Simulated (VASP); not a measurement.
# NaF (Fmmm) in VASP: a series of runs

NaF is run at these levels: PBEsol; tasks: single point.

All numbers are computed with VASP 6.6.1; they aren't measurements. Logs are shortened: lines on timing, memory, paths and dates and some standing lists are left out, and cuts for length are marked.

## Step 1: The cell of the first run

Symmetry: Fmmm, No. 69, orthorhombic system. The conventional cell has a = 4.298 Å, b = 4.647 Å, c = 4.995 Å, α = 90.00°, β = 90.00°, γ = 90.00°. Na (site symmetry mmm) has 6 F at 2.15 to 2.50 Å within 2.8 Å. F (site symmetry mmm) has 6 Na at 2.15 to 2.50 Å within 2.8 Å.

## Step 2: Single point, PBEsol (strain -0.0750 x Voigt [1, -1, 0, 0, 0, 0])

INCAR reads:

```
SYSTEM = NaF
  PREC = Accurate
  ENCUT = 520
  EDIFF = 1E-6
  ISMEAR = 0
  SIGMA = 0.05
  LREAL = .False.
  LASPH = .True.
  NELM = 100
  ALGO = Normal
  ISIF = 2
  LWAVE = .False.
  LCHARG = .False.
  GGA = PS
  NBANDS = 14
```

KPOINTS reads:

```
Automatic mesh
0
Gamma
  8 8 8
  0 0 0
```

POSCAR reads:

```
NaF
1.0
    0.0000000000      2.4975475000      2.3233000000
    2.1490525000      0.0000000000      2.3233000000
    2.1490525000      2.4975475000      0.0000000000
Na F
1 1
Direct
    0.0000000000      0.0000000000      0.0000000000
    0.5000000000      0.5000000000      0.5000000000
```

Potentials or basis: VASP PAW PBE potentials, release 64 (Na_pv, F).

Run with:

```console
$ cat potpaw_PBE.64/Na_pv/POTCAR potpaw_PBE.64/F/POTCAR > POTCAR
$ mpirun -np 1 vasp_std > vasp.out
```

OUTCAR:

```text
SYSTEM = NaF
   PREC = Accurate
   ENCUT = 520
   EDIFF = 1E-6
   ISMEAR = 0
   LREAL = .False.
   LASPH = .True.
   NELM = 100
   ISIF = 2
   GGA = PS

 ion  position               nearest neighbor table
   1  0.000  0.000  0.000-   2 2.15   2 2.15   2 2.32   2 2.32
   2  0.500  0.500  0.500-   1 2.15   1 2.15   1 2.32   1 2.32

  LATTYP: Found a face centered orthorhombic cell.
 ALAT       =     4.2981050000
 B/A-ratio  =     1.0810810811
 C/A-ratio  =     1.1621621622

  Lattice vectors:

 A1 = (   0.0000000000,   2.4975475000,  -2.3233000000)
 A2 = (   2.1490525000,   2.4975475000,   0.0000000000)
 A3 = (   2.1490525000,   0.0000000000,  -2.3233000000)

Analysis of symmetry for initial positions (statically):
=====================================================================
 Subroutine PRICEL returns:
 Original cell was already a primitive cell.

 Routine SETGRP: Setting up the symmetry group for a
 face centered orthorhombic supercell.

 Subroutine GETGRP returns: Found  8 space group operations
 (whereof  8 operations were pure point group operations)
 out of a pool of  8 trial point group operations.

The static configuration has the point symmetry D_2h.

Analysis of symmetry for dynamics (positions and initial velocities):
=====================================================================
 Subroutine PRICEL returns:
 Original cell was already a primitive cell.

 Routine SETGRP: Setting up the symmetry group for a
 face centered orthorhombic supercell.

 Subroutine GETGRP returns: Found  8 space group operations
 (whereof  8 operations were pure point group operations)
 out of a pool of  8 trial point group operations.

The dynamic configuration has the point symmetry D_2h.

 Subroutine INISYM returns: Found  8 space group operations
 (whereof  8 operations are pure point group operations),
 and found     1 'primitive' translations

----------------------------------------------------------------------------------------

                                     Primitive cell

  volume of cell :      24.9400

  direct lattice vectors                    reciprocal lattice vectors
     0.000000000  2.497547500  2.323300000    -0.232660673  0.200196393  0.215211122
     2.149052500  0.000000000  2.323300000     0.232660673 -0.200196393  0.215211122
     2.149052500  2.497547500  0.000000000     0.232660673  0.200196393 -0.215211122

  length of vectors
     3.411079947  3.164830096  3.294870280     0.374867192  0.374867192  0.374867192

  position of ions in fractional coordinates (direct lattice)
     0.000000000  0.000000000  0.000000000
     0.500000000  0.500000000  0.500000000

  ion indices of the primitive-cell ions
   primitive index   ion index
                 1           1
                 2           2

----------------------------------------------------------------------------------------

 KPOINTS: Automatic mesh

Automatic generation of k-mesh.
 Grid dimensions read from file:
 generate k-points for:    8    8    8

 Generating k-lattice:

  Cartesian coordinates                     Fractional coordinates (reciprocal lattice)
    -0.029082584  0.025024549  0.026901390     0.125000000 -0.000000000  0.000000000
     0.029082584 -0.025024549  0.026901390    -0.000000000  0.125000000  0.000000000
     0.029082584  0.025024549 -0.026901390     0.000000000  0.000000000  0.125000000

  Length of vectors
     0.046858399  0.046858399  0.046858399

  Shift w.r.t. Gamma in fractional coordinates (k-lattice)
     0.000000000  0.000000000  0.000000000

 Subroutine IBZKPT returns following result:
 ===========================================

 Found     95 irreducible k-points:

 Following reciprocal coordinates:
            Coordinates               Weight
  0.000000  0.000000  0.000000      1.000000
  0.125000  0.000000  0.000000      8.000000
  0.250000  0.000000  0.000000      8.000000
  0.375000  0.000000 -0.000000      8.000000
  0.500000  0.000000  0.000000      4.000000
  0.125000  0.125000  0.000000      2.000000
[... 16 lines left out ...]
  0.250000 -0.000000  0.125000      8.000000
  0.375000  0.000000  0.125000      8.000000
 [... further k-points ...]
   k-points           NKPTS =     95   k-points in BZ     NKDIM =     95   number of bands    NBANDS=     14
   number of dos      NEDOS =    301   number of ions     NIONS =      2
   total plane-waves  NPLWV =  18816
   dimension x,y,z NGX =    28 NGY =   24 NGZ =   28
   dimension x,y,z NGXF=    56 NGYF=   48 NGZF=   56
   ions per type =               1   1
   NGX,Y,Z   is equivalent  to a cutoff of  13.65, 12.61, 14.13 a.u.
   NGXF,Y,Z  is equivalent  to a cutoff of  27.29, 25.21, 28.26 a.u.
 SYSTEM =  NaF
   PREC   = accura    normal or accurate (medium, high low for compatibility)
   ISTART =      0    job   : 0-new  1-cont  2-samecut
   ICHARG =      2    charge: 1-file 2-atom 10-const
   ISPIN  =      1    spin polarized calculation?
   LNONCOLLINEAR =      F non collinear calculations
   LSORBIT =      F    spin-orbit coupling
   LASPH  =      T    aspherical Exc in radial PAW
   ENCUT  =  520.0 eV  38.22 Ry    6.18 a.u.   6.34  5.88  6.13*2*pi/ulx,y,z
   NELM   =    100;   NELMIN=  2; NELMDL= -5     # of ELM steps
   EDIFF  = 0.1E-05   stopping-criterion for ELM
   LREAL  =      F    real-space projection
   EDIFFG = 0.1E-04   stopping-criterion for IOM
   NSW    =      0    number of steps for IOM
   IBRION =     -1    ionic relax: 0-MD 1-quasi-New 2-CG
   NFREE  =      0    steps in history (QN), initial steepest desc. (CG)
   ISIF   =      2    stress and relaxation
   ISYM   =      2    0-nonsym 1-usesym 2-fastsym
   POTIM  = 0.5000    time-step for ionic-motion
   TEBEG  =    0.0;   TEEND  =   0.0 temperature during run
   PSTRESS=    0.0 pullay stress
   NELECT =      14.0000    total number of electrons
   NUPDOWN=      -1.0000    fix difference up-down
   EMIN   =  10.00;   EMAX   =-10.00  energy-range for DOS
   EFERMI =   0.00;   METHOD = LEGACY
   ISMEAR =     0;   SIGMA  =   0.05  broadening in eV -4-tet -1-fermi 0-gaus
   EFERMI_NEDOS =   21; number of points for ismear=-14 and -15
   IALGO  =     38    algorithm
   IMIX   =      4    mixing-type and parameters
     AMIX     =   0.40;   BMIX     =  1.00
     AMIX_MAG =   1.60;   BMIX_MAG =  1.00
  volume/ion in A,a.u.               =      12.47        84.15
  Fermi-wavevector in a.u.,A,eV,Ry     =   1.350472  2.552021 24.813949  1.823774
  Thomas-Fermi vector in A             =   2.477973
   LORBIT       =      0    0 simple, 1 ext, 2 COOP (PROOUT), +10 PAW based schemes
   GGA     = PS    functional components
   LHFCALC =     F    Hartree Fock is set to
   AEXX    =    0.0000 exact exchange contribution
   IVDW    =     0    specifies the selected vdW correction
   LEPSILON=     F    determine dielectric tensor
   LRPA    =     F    only Hartree local field effects (RPA)
 non-spin polarized calculation
 Gauss-broadening in eV      SIGMA  =   0.05
  energy-cutoff  :      520.00
  volume of cell :       24.94
 maximum number of plane-waves:       684
 NGX is ok and might be reduce to    28
   NGX = 13   NGY = 11   NGZ = 13

 number of electron      14.0000001 magnetization

 Free energy of the ion-electron system (eV)
  ---------------------------------------------------
  ext. energy  EPLUGINS =         0.00000000
  ---------------------------------------------------
  free energy    TOTEN  =        -8.69382231 eV

  energy without entropy =       -8.69382231  energy(sigma->0) =       -8.69382231

 E-fermi :  -1.8612     XC(G=0):  -9.2953

 val. band max:       -2.1837693447   @ k =   0.0000   0.0000   0.0000
 cond. band min:       3.9304375729   @ k =   0.0000   0.0000   0.0000
 fundamental gap:      6.1142069176
 Fermi energy:        -1.8612373885

 k-point     1 :       0.0000    0.0000    0.0000
  band No.  band energies     occupation
      1     -21.2641      2.00000
      2     -20.9377      2.00000
      3     -20.9048      2.00000
      4     -20.8955      2.00000
      5      -2.2029      2.00000
      6      -2.1915      2.00000
      7      -2.1838      2.00000
      8       3.9304      0.00000
      9      16.2542      0.00000
     10      16.8087      0.00000
     11      17.3404      0.00000
     12      19.5070      0.00000
     13      19.9574      0.00000
     14      22.8685      0.00000

 k-point     2 :       0.1250    0.0000    0.0000
  band No.  band energies     occupation
      1     -21.4651      2.00000
      2     -20.9382      2.00000
      3     -20.9029      2.00000
      4     -20.6750      2.00000
      5      -2.4943      2.00000
      6      -2.2461      2.00000
      7      -2.2218      2.00000
      8       4.4777      0.00000
      9      14.9783      0.00000
     10      16.6280      0.00000
     11      17.3742      0.00000
     12      19.5394      0.00000
     13      21.3869      0.00000
     14      22.7777      0.00000

 k-point     3 :       0.2500    0.0000    0.0000
  band No.  band energies     occupation
      1     -21.7155      2.00000
      2     -20.9478      2.00000
      3     -20.9042      2.00000
      4     -20.3638      2.00000
      5      -3.1067      2.00000
      6      -2.3598      2.00000
      7      -2.3028      2.00000
      8       5.7933      0.00000
      9      12.8318      0.00000
     10      16.8478      0.00000
     11      18.1123      0.00000
     12      19.2202      0.00000
     13      21.4209      0.00000
     14      22.6096      0.00000

 k-point     4 :       0.3750    0.0000   -0.0000
  band No.  band energies     occupation
      1     -21.8817      2.00000
      2     -20.9576      2.00000
      3     -20.9055      2.00000
      4     -20.1351      2.00000
      5      -3.6182      2.00000
      6      -2.4708      2.00000
      7      -2.3826      2.00000
      8       7.3547      0.00000
      9      11.1040      0.00000
     10      16.7974      0.00000
     11      18.8866      0.00000
     12      19.4768      0.00000
     13      20.9926      0.00000
     14      22.3451      0.00000

 k-point     5 :       0.5000    0.0000    0.0000
  band No.  band energies     occupation
      1     -21.9392      2.00000
      2     -20.9617      2.00000
      3     -20.9060      2.00000
      4     -20.0513      2.00000
      5      -3.8105      2.00000
      6      -2.5160      2.00000
      7      -2.4154      2.00000
      8       8.3924      0.00000
      9      10.0887      0.00000
     10      16.7207      0.00000
     11      19.1555      0.00000
[... 276 lines left out ...]
 k-point    22 :       0.1250    0.0000    0.1250
  band No.  band energies     occupation
      1     -21.3432      2.00000
      2     -20.9089      2.00000
      3     -20.9021      2.00000
      4     -20.8391      2.00000
      5      -2.5225      2.00000
      6      -2.2417      2.00000
      7      -2.2227      2.00000
      8       4.5935      0.00000
      9      14.8291      0.00000
     10      17.0998      0.00000
     11      17.4523      0.00000
     12      18.2525      0.00000
     13      21.6819      0.00000
     14      23.2201      0.00000

 k-point    23 :       0.2500   -0.0000    0.1250
  band No.  band energies     occupation
      1     -21.5126      2.00000
      2     -20.9402      2.00000
      3     -20.9109      2.00000
      4     -20.6056      2.00000
      5      -2.9244      2.00000
      6      -2.3482      2.00000
      7      -2.2950      2.00000
      8       5.5954      0.00000
      9      13.4920      0.00000
     10      16.6832      0.00000
     11      17.6820      0.00000
     12      17.8918      0.00000
     13      22.7963      0.00000
     14      23.6516      0.00000

 k-point    24 :       0.3750    0.0000    0.1250
  band No.  band energies     occupation
      1     -21.7240      2.00000
      2     -20.9631      2.00000
      3     -20.9124      2.00000
      4     -20.3227      2.00000
      5      -3.3838      2.00000
      6      -2.5223      2.00000
      7      -2.3766      2.00000
      8       7.0469      0.00000
      9      11.9298      0.00000
     10      15.8986      0.00000
     11      18.2043      0.00000
     12      18.5264      0.00000
     13      22.3804      0.00000
     14      23.4610      0.00000

 [... further k-points ...]
[... 5 lines left out ...]
  --------------------------------------------------------------------------------------
  -------------------------------------------------------------------------------------
  Total        1.4882733     -0.6074873     -0.0243761      0.0000000      0.0000000      0.0000000
  in kB       95.6086565    -39.0257934     -1.5659540      0.0000000      0.0000000      0.0000000
  external PRESSURE =      18.3389697 kB  Pullay stress =       0.0000000 kB

 VOLUME and BASIS-vectors are now :
 -----------------------------------------------------------------------------
  energy-cutoff  :      520.00
  volume of cell :       24.94
      direct lattice vectors                 reciprocal lattice vectors
     0.000000000  2.497547500  2.323300000    -0.232660673  0.200196393  0.215211122
     2.149052500  0.000000000  2.323300000     0.232660673 -0.200196393  0.215211122
     2.149052500  2.497547500  0.000000000     0.232660673  0.200196393 -0.215211122

 POSITION                                       TOTAL-FORCE (eV/Angst)
 -----------------------------------------------------------------------------------
      0.00000      0.00000      0.00000        -0.000000     -0.000000     -0.000000
      2.14905      2.49755      2.32330         0.000000      0.000000      0.000000
 -----------------------------------------------------------------------------------
    total drift:                                0.000000      0.000000      0.000000

  FREE ENERGIE OF THE ION-ELECTRON SYSTEM (eV)
  ---------------------------------------------------
  free  energy   TOTEN  =        -8.6938223058 eV

  energy  without entropy=       -8.6938223058  energy(sigma->0) =       -8.69382231
```

It took 21 s on 1 thread of AMD EPYC 7R13 (Zen 3), shared host; peak memory 0.13 GiB.

What came out:

- Free energy: -8.6938 eV
- Pressure: 1.8 GPa
- Band gap on the k mesh: 6.11 eV, direct

Caveat: the cell differs from its parent crystal (strain -0.0750 x Voigt [1, -1, 0, 0, 0, 0]); the PAW data sets were made with another functional, which shifts forces and pressure a little.

## Step 3: Single point, PBEsol (strain +0.0375 x Voigt [1, -1, 0, 0, 0, 0])

INCAR reads:

```
  ALGO = Normal
  EDIFF = 1E-7
  ENCUT = 520
  GGA = PS
  ISIF = 2
  ISMEAR = 0
  LASPH = T
  LCHARG = T
  LELF = T
  LREAL = F
  LVHAR = T
  LWAVE = F
  NBANDS = 14
  NELM = 60
  PREC = Accurate
  SIGMA = 0.05
```

KPOINTS reads:

```
k-points
0
Gamma
  8 8 8
```

POSCAR reads:

```
NaF
1.0
    0.0000000000      2.2361762500      2.3233000000
    2.4104237500      0.0000000000      2.3233000000
    2.4104237500      2.2361762500      0.0000000000
Na F
1 1
Direct
    0.0000000000      0.0000000000      0.0000000000
    0.5000000000      0.5000000000      0.5000000000
```

Potentials or basis: VASP PAW PBE potentials, release 64 (Na_pv, F).

Run with:

```console
$ cat potpaw_PBE.64/Na_pv/POTCAR potpaw_PBE.64/F/POTCAR > POTCAR
$ mpirun -np 1 vasp_std > vasp.out
```

Wall time 22 s (1 thread of AMD EPYC 7R13 (Zen 3), shared host); peak memory 0.12 GiB.

Results (log left out):

```
Free energy            : -8.7513 eV
Pressure               : 0.0 GPa
Band gap on the k mesh : 6.12 eV, direct
```

Stress tensor (GPa, compression positive):
```
-2.74  0.00  0.00
 0.00  3.30  0.00
 0.00  0.00 -0.43
```

Levels at points of the mesh, in eV from the valence-band top:
| k point | band 5 | band 6 | band 7 | band 8 | band 9 | band 10 |
| --- | --- | --- | --- | --- | --- | --- |
| (0.00, 0.00, 0.00) | -0.01 | 0.00 | 0.00 | 6.12 | 18.56 | 18.84 |
| (0.50, 0.00, 0.00) | -1.61 | -0.29 | -0.24 | 10.56 | 12.27 | 19.34 |
| (0.50, 0.50, 0.00) | -1.29 | -0.46 | -0.35 | 12.92 | 13.12 | 13.45 |
| (0.50, 0.00, 0.50) | -1.22 | -0.50 | -0.44 | 12.73 | 13.44 | 13.65 |
| (0.00, 0.50, 0.50) | -1.34 | -0.37 | -0.32 | 12.43 | 13.33 | 13.45 |

Caveat: the cell differs from its parent crystal (strain +0.0375 x Voigt [1, -1, 0, 0, 0, 0]); the PAW data sets were made with another functional, which shifts forces and pressure a little.

## Step 4: Single point, PBEsol (strain +0.0562 x Voigt [1, -1, 0, 0, 0, 0])

INCAR reads:

```
  ALGO = Normal
  EDIFF = 1E-7
  ENCUT = 520
  GGA = PS
  ISIF = 2
  ISMEAR = 0
  LASPH = T
  LCHARG = F
  LREAL = F
  LWAVE = F
  NBANDS = 14
  NELM = 80
  PREC = Accurate
  SIGMA = 0.05
```

KPOINTS is that of step 3.

POSCAR reads:

```
NaF
1.0
    0.0000000000      2.1927305400      2.3233000000
    2.4538694600      0.0000000000      2.3233000000
    2.4538694600      2.1927305400      0.0000000000
Na F
1 1
Direct
    0.0000000000      0.0000000000      0.0000000000
    0.5000000000      0.5000000000      0.5000000000
```

Run with:

```console
$ cat potpaw_PBE.64/Na_pv/POTCAR potpaw_PBE.64/F/POTCAR > POTCAR
$ mpirun -np 1 vasp_std > vasp.out
```

It took 20 s on 1 thread of AMD EPYC 7R13 (Zen 3), shared host; peak memory 0.13 GiB.

The run converged. Its results:

| Quantity | Value |
| --- | --- |
| Free energy | -8.7284 eV |
| Pressure | 0.8 GPa |
| Band gap on the k mesh | 6.12 eV, direct |

Stress tensor (GPa, compression positive):
```
-3.39  0.00  0.00
 0.00  6.08  0.00
 0.00  0.00 -0.29
```

Levels at points of the mesh, in eV from the valence-band top:
| k point | band 5 | band 6 | band 7 | band 8 | band 9 | band 10 |
| --- | --- | --- | --- | --- | --- | --- |
| (0.00, 0.00, 0.00) | -0.01 | -0.01 | 0.00 | 6.12 | 18.49 | 18.90 |
| (0.50, 0.00, 0.00) | -1.62 | -0.31 | -0.23 | 10.57 | 12.27 | 19.11 |
| (0.50, 0.50, 0.00) | -1.31 | -0.48 | -0.32 | 12.92 | 13.19 | 13.45 |
| (0.50, 0.00, 0.50) | -1.18 | -0.56 | -0.46 | 12.57 | 13.72 | 13.78 |
| (0.00, 0.50, 0.50) | -1.37 | -0.35 | -0.29 | 12.21 | 13.30 | 13.66 |

Caveat: the cell differs from its parent crystal (strain +0.0562 x Voigt [1, -1, 0, 0, 0, 0]); the PAW data sets were made with another functional, which shifts forces and pressure a little.

## Step 5: Overview

```csv
cell,gap on the mesh (eV),pressure (GPa)
"a = 3.411, b = 3.165, c = 3.295 Å, angles 63.7, 56.3, 60.0°, 2 atoms",6.11,1.8
"a = 3.225, b = 3.348, c = 3.288 Å, angles 58.1, 61.9, 60.0°, 2 atoms",6.12,0.0
"a = 3.195, b = 3.379, c = 3.291 Å, angles 57.2, 62.8, 60.0°, 2 atoms",6.12,0.8
```

Alike in all rows: task single point; level PBEsol; potentials or basis VASP PAW PBE potentials, release 64 (Na_pv, F); no spin polarisation; k mesh 8 × 8 × 8; cutoff (eV) 520; smearing gaussian 0.05 eV.

Caveats: the PAW data sets were made with another functional, which shifts forces and pressure a little.

Absolute energies hang on the potentials; compare differences alone.
